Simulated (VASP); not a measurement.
Here is a VASP 6.6.1 calculation.

INCAR

```
PREC = Accurate
ENCUT = 520
EDIFF = 1E-6
ISMEAR = -1
SIGMA = 0.05
LREAL = F
LASPH = T
NELM = 80
ALGO = Normal
ISIF = 2
LWAVE = F
LCHARG = F
GGA = PS
NBANDS = 11
```

File KPOINTS:

```
regular mesh
0
Gamma
  13 13 13
```

POSCAR

```
C
1.0
    0.0000000000      1.7529076993      1.7529076993
    1.7529076993      0.0000000000      1.7529076993
    1.7529076993      1.7529076993      0.0000000000
C
2
Direct
    0.5000000000      0.5000000000      0.5000000000
    0.7500000000      0.7500000000      0.7500000000
```

Potentials or basis: VASP PAW PBE potentials, release 64 (C).

Launch:

```bash
$ cat potpaw_PBE.64/C/POTCAR > POTCAR
$ mpirun -np 1 vasp_std > vasp.out
```

**Question.** What does it give for the pressure?

**Answer.** 21.1 GPa.

**Question.** Predict the band gap on the k mesh.

**Answer.** 4.13 eV, indirect (least direct gap 5.68 eV).

Caveat: the PAW data sets were made with another functional, which shifts forces and pressure a little. A k mesh can miss the band edges.
